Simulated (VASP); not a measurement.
# KI (Fm-3m) in VASP: further runs, part 2 of 2

VASP 6.6.1.

## 3. Single point, PBE

Contents of INCAR:

```
SYSTEM = KI
PREC = Accurate ; ENCUT = 520
EDIFF = 1E-6 ; ISMEAR = 0
SIGMA = 0.1 ; LREAL = .False.
LASPH = .True. ; NELM = 80
ALGO = Normal ; ISIF = 2
LWAVE = .False. ; LCHARG = .False.
GGA = PE ; NBANDS = 15
```

Contents of KPOINTS:

```
Automatic mesh
0
Gamma
  4 4 4
  0 0 0
```

Contents of POSCAR:

```
KI
1.0
    0.0000000000      3.5424356157      3.5424356157
    3.5424356157      0.0000000000      3.5424356157
    3.5424356157      3.5424356157      0.0000000000
K I
1 1
Direct
    0.0000000000      0.0000000000      0.0000000000
    0.5000000000      0.5000000000      0.5000000000
```

Potentials or basis: VASP PAW PBE potentials, release 64 (K_sv, I).

Launch:

```sh
$ cat potpaw_PBE.64/K_sv/POTCAR potpaw_PBE.64/I/POTCAR > POTCAR
$ mpirun -np 1 vasp_std > vasp.out
```

OUTCAR:

```text
SYSTEM = KI
   PREC = Accurate
   ENCUT = 520
   EDIFF = 1E-6
   ISMEAR = 0
   LREAL = .False.
   LASPH = .True.
   NELM = 80
   ISIF = 2
   GGA = PE

 ion  position               nearest neighbor table
   1  0.000  0.000  0.000-   2 3.54   2 3.54   2 3.54   2 3.54   2 3.54   2 3.54
   2  0.500  0.500  0.500-   1 3.54   1 3.54   1 3.54   1 3.54   1 3.54   1 3.54

  LATTYP: Found a face centered cubic cell.
 ALAT       =     7.0848712314

  Lattice vectors:

 A1 = (   0.0000000000,   3.5424356157,   3.5424356157)
 A2 = (   3.5424356157,   0.0000000000,   3.5424356157)
 A3 = (   3.5424356157,   3.5424356157,   0.0000000000)

Analysis of symmetry for initial positions (statically):
=====================================================================
 Subroutine PRICEL returns:
 Original cell was already a primitive cell.

 Routine SETGRP: Setting up the symmetry group for a
 face centered cubic supercell.

 Subroutine GETGRP returns: Found 48 space group operations
 (whereof 48 operations were pure point group operations)
 out of a pool of 48 trial point group operations.

The static configuration has the point symmetry O_h .

Analysis of symmetry for dynamics (positions and initial velocities):
=====================================================================
 Subroutine PRICEL returns:
 Original cell was already a primitive cell.

 Routine SETGRP: Setting up the symmetry group for a
 face centered cubic supercell.

 Subroutine GETGRP returns: Found 48 space group operations
 (whereof 48 operations were pure point group operations)
 out of a pool of 48 trial point group operations.

The dynamic configuration has the point symmetry O_h .

 Subroutine INISYM returns: Found 48 space group operations
 (whereof 48 operations are pure point group operations),
 and found     1 'primitive' translations

----------------------------------------------------------------------------------------

                                     Primitive cell

  volume of cell :      88.9070

  direct lattice vectors                    reciprocal lattice vectors
[... 101 lines left out ...]
 non-spin polarized calculation
 Gauss-broadening in eV      SIGMA  =   0.10
  energy-cutoff  :      520.00
  volume of cell :       88.91
 maximum number of plane-waves:      2421
 NGX is ok and might be reduce to    40
   NGX = 19   NGY = 19   NGZ = 19

 number of electron      15.9999999 magnetization

 Free energy of the ion-electron system (eV)
  ---------------------------------------------------
  ext. energy  EPLUGINS =         0.00000000
  ---------------------------------------------------
  free energy    TOTEN  =        -5.55814316 eV

  energy without entropy =       -5.55814316  energy(sigma->0) =       -5.55814316

 E-fermi :   0.0893     XC(G=0):  -7.1455

 val. band max:       -0.4570208493   @ k =   0.0000   0.0000   0.0000
 cond. band min:       3.4861384831   @ k =   0.0000   0.0000   0.0000
 fundamental gap:      3.9431593323
 Fermi energy:         0.0893227476

 k-point     1 :       0.0000    0.0000    0.0000
  band No.  band energies     occupation
      1     -28.9749      2.00000
      2     -12.4615      2.00000
      3     -12.4615      2.00000
      4     -12.4615      2.00000
      5     -10.9467      2.00000
      6      -0.4570      2.00000
      7      -0.4570      2.00000
      8      -0.4570      2.00000
      9       3.4861      0.00000
     10       6.0423      0.00000
     11       6.0423      0.00000
     12       6.0423      0.00000
     13       6.7539      0.00000
     14       6.7539      0.00000
[... 113 lines left out ...]
      2     -12.5093      2.00000
      3     -12.4920      2.00000
      4     -12.4920      2.00000
      5     -10.7511      2.00000
      6      -1.1746      2.00000
      7      -1.1746      2.00000
      8      -1.0465      2.00000
      9       6.0028      0.00000
     10       6.0028      0.00000
     11       6.1556      0.00000
     12       7.7022      0.00000
     13       8.3448      0.00000
     14       9.1685      0.00000
     15       9.5268      0.00000

------------------------ aborting loop because EDIFF is reached ----------------------------------------

  FORCE on cell =-STRESS in cart. coord.  units (eV):
  Direction    XX          YY          ZZ          XY          YZ          ZX
  --------------------------------------------------------------------------------------
  -------------------------------------------------------------------------------------
  Total        0.2876349      0.2876349      0.2876349      0.0000000      0.0000000      0.0000000
  in kB        5.1834185      5.1834185      5.1834185      0.0000000      0.0000000      0.0000000
  external PRESSURE =       5.1834185 kB  Pullay stress =       0.0000000 kB

 VOLUME and BASIS-vectors are now :
 -----------------------------------------------------------------------------
  energy-cutoff  :      520.00
  volume of cell :       88.91
      direct lattice vectors                 reciprocal lattice vectors
     0.000000000  3.542435616  3.542435616    -0.141145826  0.141145826  0.141145826
     3.542435616  0.000000000  3.542435616     0.141145826 -0.141145826  0.141145826
     3.542435616  3.542435616  0.000000000     0.141145826  0.141145826 -0.141145826

 POSITION                                       TOTAL-FORCE (eV/Angst)
 -----------------------------------------------------------------------------------
      0.00000      0.00000      0.00000        -0.000000     -0.000000     -0.000000
      3.54244      3.54244      3.54244         0.000000      0.000000      0.000000
 -----------------------------------------------------------------------------------
    total drift:                                0.000000     -0.000000     -0.000000

  FREE ENERGIE OF THE ION-ELECTRON SYSTEM (eV)
  ---------------------------------------------------
  free  energy   TOTEN  =        -5.5581431647 eV

  energy  without entropy=       -5.5581431647  energy(sigma->0) =       -5.55814316
```

OSZICAR:

```text
N       E                     dE             d eps       ncg     rms          rms(c)
DAV:   1     0.954205698953E+02    0.95421E+02   -0.67156E+03   240   0.924E+02
DAV:   2     0.146511331867E+00   -0.95274E+02   -0.88877E+02   332   0.214E+02
DAV:   3    -0.541545469401E+01   -0.55620E+01   -0.55439E+01   324   0.459E+01
DAV:   4    -0.563867205388E+01   -0.22322E+00   -0.22318E+00   391   0.838E+00
DAV:   5    -0.564050574140E+01   -0.18337E-02   -0.18337E-02   324   0.771E-01    0.301E+00
DAV:   6    -0.555635121524E+01    0.84155E-01   -0.95895E-02   303   0.178E+00    0.215E+00
DAV:   7    -0.555221954683E+01    0.41317E-02   -0.11311E-01   310   0.168E+00    0.784E-01
DAV:   8    -0.555748040935E+01   -0.52609E-02   -0.11693E-02   282   0.700E-01    0.132E-01
DAV:   9    -0.555797148810E+01   -0.49108E-03   -0.86384E-04   317   0.173E-01    0.800E-02
DAV:  10    -0.555809199569E+01   -0.12051E-03   -0.11753E-04   315   0.570E-02    0.217E-02
DAV:  11    -0.555814345906E+01   -0.51463E-04   -0.64845E-05   254   0.468E-02    0.186E-02
DAV:  12    -0.555814316474E+01    0.29432E-06   -0.24833E-06   323   0.123E-02
   1 F= -.55581432E+01 E0= -.55581432E+01  d E =-.287773E-15
```

Run time: 9.3 s. Hardware: 1 thread of AMD EPYC 9R45 (Zen 5), shared host; peak memory 0.2 GiB.

What came out:

```yaml
Free_energy: -5.5581 eV
Pressure: 0.5 GPa
Band_gap_on_the_k_mesh: 3.94 eV, direct
```

Caveat: spin-orbit coupling is left out, which moves the levels of the heavy elements. As with any semilocal functional, this PBE gap is likely too small.
